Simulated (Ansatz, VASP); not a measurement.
# Ag2O: VASP beside Ansatz

Contents of INCAR:

```
PREC = Accurate
ENCUT = 600
EDIFF = 1E-6
ISMEAR = 0
SIGMA = 0.1
LREAL = False
LASPH = True
NELM = 120
ALGO = Normal
ISIF = 2
LWAVE = False
LCHARG = False
GGA = PE
NBANDS = 37
GGA_COMPAT = False
```

KPOINTS

```
Automatic mesh
0
Gamma
  8 8 8
```

The input POSCAR:

```
Ag2O
1.0
    4.9673139741      0.0000000000      0.0000000000
    0.0000000000      4.9673139741      0.0000000000
    0.0000000000      0.0000000000      4.9673139741
Ag O
4 2
Direct
    0.2500000000      0.2500000000      0.2500000000
    0.2500000000      0.7500000000      0.7500000000
    0.7500000000      0.7500000000      0.2500000000
    0.7500000000      0.2500000000      0.7500000000
    0.0000000000      0.0000000000      0.0000000000
    0.5000000000      0.5000000000      0.5000000000
```

Input for Ansatz:

```yaml
crystal:
  lattice:
    - [4.9673139741, 0.0, 0.0]
    - [0.0, 4.9673139741, 0.0]
    - [0.0, 0.0, 4.9673139741]
  atoms:
    - { symbol: Ag, position: [0.25, 0.25, 0.25] }
    - { symbol: Ag, position: [0.25, 0.75, 0.75] }
    - { symbol: Ag, position: [0.75, 0.75, 0.25] }
    - { symbol: Ag, position: [0.75, 0.25, 0.75] }
    - { symbol: O, position: [0.0, 0.0, 0.0] }
    - { symbol: O, position: [0.5, 0.5, 0.5] }
basis:
  ecutwfc: 420
kpoints:
  mp_grid: { grid: [8, 8, 8] }
hamiltonian:
  xc: pbe
scf:
  occupations: { method: gaussian, width: 0.1 }
output:
  forces: true
  stress: true
  eigenvalues: true
```

Alike in both runs: task single point; functional PBE; k mesh 8 × 8 × 8; occupations gaussian, width 0.1 eV; no spin polarisation.

```csv
,VASP,Ansatz
version,VASP 6.6.1,Ansatz 0.2.0
potentials or method,"VASP PAW PBE potentials, release 64 (Ag, O), cutoff 600 eV","scalar-relativistic, plane waves, PAW"
valence electrons in the cell,56,88
```

Ansatz gave:

- gap on the k mesh at the Fermi level (eV): none
- pressure (GPa): -5.2

Question: Estimate VASP's values.

Answer: gap on the k mesh at the Fermi level (eV): none; pressure (GPa): -5.3.

A gap of «none» marks a metal or a gap that the smearing closes. The functional is the same, so the differences come from potentials, cutoffs and numerics. VASP's potentials hold 56 valence electrons a cell and Ansatz's 88, so a difference there can come from the potentials and not from the codes.
